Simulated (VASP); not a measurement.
# Pt (P6_3/mmc) in VASP: notebook, part 2 of 2

VASP 6.6.1. Earlier steps stand in the parts before.

## (3) Single point, r2SCAN

This run uses another cell than the first one, of 15.34 Å³/atom, 1.031 times its volume.

Contents of POSCAR:

```
Pt
1.0
    2.7192560100      0.0000000000      0.0000000000
   -1.3596280050      2.3549448950      0.0000000000
    0.0000000000      0.0000000000      4.7921340000
Pt
2
Direct
    0.6666666667      0.3333333333      0.7500000000
    0.3333333333      0.6666666667      0.2500000000
```

Contents of INCAR.step1:

```
SYSTEM = Pt
PREC     = Accurate       ! precision mode
ENCUT    = 520            ! plane-wave cutoff, eV
ISMEAR   = 0              ! smearing method
SIGMA    = 0.1            ! smearing width, eV
LREAL    = .False.        ! projectors in reciprocal space
LASPH    = .True.         ! aspherical terms in the spheres
NELM     = 80             ! most SCF steps
NBANDS   = 17             ! bands
GGA      = PE             ! functional
ALGO     = Normal         ! electronic algorithm
EDIFF    = 1E-4           ! SCF threshold, eV
LWAVE    = .True.         ! write WAVECAR
LCHARG   = .False.        ! write CHGCAR
```

Contents of INCAR.step2:

```
SYSTEM = Pt
PREC     = Accurate       ! precision mode
ENCUT    = 520            ! plane-wave cutoff, eV
EDIFF    = 1E-6           ! SCF threshold, eV
ISMEAR   = 0              ! smearing method
SIGMA    = 0.1            ! smearing width, eV
LREAL    = .False.        ! projectors in reciprocal space
LASPH    = .True.         ! aspherical terms in the spheres
NELM     = 80             ! most SCF steps
ALGO     = Normal         ! electronic algorithm
ISIF     = 2              ! what is computed and relaxed
LWAVE    = .False.        ! write WAVECAR
LCHARG   = .False.        ! write CHGCAR
METAGGA  = R2SCAN         ! meta-GGA
LMIXTAU  = .True.       
NBANDS   = 17             ! bands
ISTART   = 1
```

Contents of KPOINTS:

```
Automatic mesh
0
Gamma
  14 14 7
  0 0 0
```

Potentials or basis: VASP PAW PBE potentials, release 64 (Pt).

The run is started by

```bash
cat potpaw_PBE.64/Pt/POTCAR > POTCAR
cp INCAR.step1 INCAR
mpirun -np 1 vasp_std > vasp.out
cp INCAR.step2 INCAR
mpirun -np 1 vasp_std > vasp.out
```

OUTCAR:

```text
SYSTEM = Pt
   PREC = Accurate
   ENCUT = 520
   EDIFF = 1E-6
   ISMEAR = 0
   LREAL = .False.
   LASPH = .True.
   NELM = 80
   ISIF = 2
   METAGGA = R2SCAN
   ISTART = 1

 ion  position               nearest neighbor table
   1  0.667  0.333  0.750-   2 2.86   2 2.86   2 2.86   2 2.86   2 2.86   2 2.86
   2  0.333  0.667  0.250-   1 2.86   1 2.86   1 2.86   1 2.86   1 2.86   1 2.86

  LATTYP: Found a hexagonal cell.
 ALAT       =     2.7192560100
 C/A-ratio  =     1.7622960039

  Lattice vectors:

 A1 = (   2.7192560100,   0.0000000000,   0.0000000000)
 A2 = (  -1.3596280050,   2.3549448950,   0.0000000000)
 A3 = (   0.0000000000,   0.0000000000,   4.7921340000)

Analysis of symmetry for initial positions (statically):
=====================================================================
 Subroutine PRICEL returns:
 Original cell was already a primitive cell.

 Routine SETGRP: Setting up the symmetry group for a
 hexagonal supercell.

 Subroutine GETGRP returns: Found 24 space group operations
 (whereof 12 operations were pure point group operations)
 out of a pool of 24 trial point group operations.

The static configuration has the point symmetry D_3d.
 The point group associated with its full space group is D_6h.

[... 155 lines left out ...]
  ext. energy  EPLUGINS =         0.00000000
  ---------------------------------------------------
  free energy    TOTEN  =      -102.88600104 eV

  energy without entropy =     -102.87163095  energy(sigma->0) =     -102.87881600

 E-fermi :  10.6342     XC(G=0): -14.4992

 val. band max:       10.6210436973   @ k =   0.3571   0.0714   0.1429
 cond. band min:      10.6358842745   @ k =   0.2143   0.1429   0.2857
 fundamental gap:      0.0148405771
 Fermi energy:        10.6342276317

 k-point     1 :       0.0000    0.0000    0.0000
  band No.  band energies     occupation
      1       0.3890      2.00000
      2       3.0153      2.00000
      3       6.2962      2.00000
      4       6.9425      2.00000
      5       6.9425      2.00000
      6       7.3096      2.00000
[... 457 lines left out ...]
      4       6.2502      2.00000
      5       6.6449      2.00000
      6       6.7496      2.00000
[... 9 lines left out ...]
     16      23.2853      0.00000
     17      24.9640      0.00000

 [... further k-points ...]
[... 5 lines left out ...]
  --------------------------------------------------------------------------------------
  -------------------------------------------------------------------------------------
  Total        0.6876304      0.6876304     -0.1121745      0.0000000      0.0000000      0.0000000
  in kB       35.9009405     35.9009438     -5.8565907      0.0000000      0.0000000      0.0000000
  external PRESSURE =      21.9817645 kB  Pullay stress =       0.0000000 kB

 VOLUME and BASIS-vectors are now :
 -----------------------------------------------------------------------------
  energy-cutoff  :      520.00
  volume of cell :       30.69
      direct lattice vectors                 reciprocal lattice vectors
     2.719256010  0.000000000  0.000000000     0.367747647  0.212319193  0.000000000
    -1.359628005  2.354944895  0.000000000     0.000000000  0.424638386  0.000000000
     0.000000000  0.000000000  4.792134000     0.000000000  0.000000000  0.208675300

 POSITION                                       TOTAL-FORCE (eV/Angst)
 -----------------------------------------------------------------------------------
      1.35963      0.78498      3.59410         0.000000      0.000000      0.000000
     -0.00000      1.56996      1.19803         0.000000     -0.000000      0.000000
 -----------------------------------------------------------------------------------
    total drift:                                0.000000     -0.000000      0.000000

  FREE ENERGIE OF THE ION-ELECTRON SYSTEM (eV)
  ---------------------------------------------------
  free  energy   TOTEN  =      -102.8860010422 eV

  energy  without entropy=     -102.8716309528  energy(sigma->0) =     -102.87881600
```

OSZICAR.step1:

```text
N       E                     dE             d eps       ncg     rms          rms(c)
DAV:   1     0.101939599802E+03    0.10194E+03   -0.10446E+04  3280   0.113E+03
DAV:   2    -0.109408796484E+02   -0.11288E+03   -0.10733E+03  3526   0.247E+02
DAV:   3    -0.128173764245E+02   -0.18765E+01   -0.18563E+01  3948   0.314E+01
DAV:   4    -0.128270216420E+02   -0.96452E-02   -0.96438E-02  3894   0.237E+00
DAV:   5    -0.128271162392E+02   -0.94597E-04   -0.94597E-04  4110   0.242E-01    0.176E+01
DAV:   6    -0.121535421250E+02    0.67357E+00   -0.10073E+00  3453   0.904E+00    0.931E+00
DAV:   7    -0.120791003503E+02    0.74442E-01   -0.21360E-01  3810   0.415E+00    0.291E+00
DAV:   8    -0.120716845702E+02    0.74158E-02   -0.24053E-02  3593   0.127E+00    0.790E-01
DAV:   9    -0.120712631903E+02    0.42138E-03   -0.42523E-04  3822   0.174E-01    0.869E-02
DAV:  10    -0.120712754820E+02   -0.12292E-04   -0.12825E-05  1781   0.259E-02
   1 F= -.12071275E+02 E0= -.12062861E+02  d E =-.168287E-01
```

It took 80 s on 1 thread of Intel Xeon Platinum 8559C (Emerald Rapids), shared host; peak memory 0.17 GiB.

Results:

```
Free energy            : -102.8860 eV
Pressure               : 2.2 GPa
Band gap on the k mesh : zero (band 10 reaches 11.26 eV, above the bottom of band 11 at 9.81 eV)
```

Levels at points of the mesh, in eV from the Fermi level:
```
           k point  band 6  band 7  band 8  band 9  band 10  band 11  band 12  band 13  band 14  band 15
(0.00, 0.00, 0.00)   -3.32   -3.32   -1.88   -1.88    -0.75    -0.26    -0.26     4.94    16.14    16.32
(0.50, 0.00, 0.00)   -3.15   -2.63   -0.08    0.43     0.63     2.55     4.15     7.84     9.34    10.32
```

Caveat: the PAW data sets were made with another functional, which shifts forces and pressure a little; spin-orbit coupling is left out, which moves the levels of the heavy elements.

## (4) Single point, r2SCAN

This run uses another cell than the first one, of 15.81 Å³/atom, 1.063 times its volume.

Contents of POSCAR:

```
Pt
1.0
    2.7606660000      0.0000000000      0.0000000000
   -1.3803330000      2.3908070000      0.0000000000
    0.0000000000      0.0000000000      4.7921340000
Pt
2
Direct
    0.6666666667      0.3333333333      0.7500000000
    0.3333333333      0.6666666667      0.2500000000
```

Contents of INCAR.step1:

```
SYSTEM = Pt
  PREC = Accurate
  ENCUT = 520
  ISMEAR = 0
  SIGMA = 0.1
  LREAL = .FALSE.
  LASPH = .TRUE.
  NELM = 100
  NBANDS = 17
  GGA = PE
  ALGO = Normal
  EDIFF = 1E-4
  LWAVE = .TRUE.
  LCHARG = .FALSE.
```

Contents of INCAR.step2:

```
SYSTEM = Pt
  PREC = Accurate
  ENCUT = 520
  EDIFF = 1E-6
  ISMEAR = 0
  SIGMA = 0.1
  LREAL = .FALSE.
  LASPH = .TRUE.
  NELM = 100
  ALGO = Normal
  ISIF = 2
  LWAVE = .FALSE.
  LCHARG = .TRUE.
  METAGGA = R2SCAN
  LMIXTAU = .TRUE.
  LELF = .TRUE.
  LVHAR = .TRUE.
  NBANDS = 17
  ISTART = 1
```

Contents of KPOINTS:

```
Automatic mesh
0
G
  14 14 7
  0 0 0
```

The run is started by

```bash
cat potpaw_PBE.64/Pt/POTCAR > POTCAR
cp INCAR.step1 INCAR
mpirun -np 1 vasp_std > vasp.out
cp INCAR.step2 INCAR
mpirun -np 1 vasp_std > vasp.out
```

Wall time 88 s (1 thread of Intel Xeon Platinum 8559C (Emerald Rapids), shared host); peak memory 0.18 GiB.

Results (log left out):

```
Free energy            : -102.8768 eV
Pressure               : -6.1 GPa
Band gap on the k mesh : zero (band 10 reaches 10.61 eV, above the bottom of band 11 at 9.30 eV)
```

Stress tensor (GPa, compression positive):
```
-6.44  0.00  0.00
 0.00 -6.44  0.00
 0.00  0.00 -5.32
```

Levels at points of the mesh, in eV from the Fermi level:
```
           k point  band 7  band 8  band 9  band 10  band 11  band 12  band 13  band 14
(0.00, 0.00, 0.00)   -3.14   -1.89   -1.89    -0.50    -0.26    -0.26     4.94    16.11
(0.50, 0.00, 0.00)   -2.54   -0.04    0.32     0.53     2.46     3.98     7.70     9.31
```

Caveat: the PAW data sets were made with another functional, which shifts forces and pressure a little; spin-orbit coupling is left out, which moves the levels of the heavy elements.

## (5) Overview

```tsv
cell	gap on the mesh (eV)	pressure (GPa)
a = 2.678, b = 2.678, c = 4.792 Å, angles 90.0, 90.0, 120.0°, 2 atoms	none	12.4
a = 2.719, b = 2.719, c = 4.792 Å, angles 90.0, 90.0, 120.0°, 2 atoms	none	2.2
a = 2.761, b = 2.761, c = 4.792 Å, angles 90.0, 90.0, 120.0°, 2 atoms	none	-6.1
```

Alike in all rows: task single point; level r2SCAN; potentials or basis VASP PAW PBE potentials, release 64 (Pt); no spin polarisation; k mesh 14 × 14 × 7; cutoff (eV) 520; smearing gaussian 0.1 eV.

Caveats: the PAW data sets were made with another functional, which shifts forces and pressure a little; spin-orbit coupling is left out, which moves the levels of the heavy elements.

Absolute energies hang on the potentials; compare differences alone.
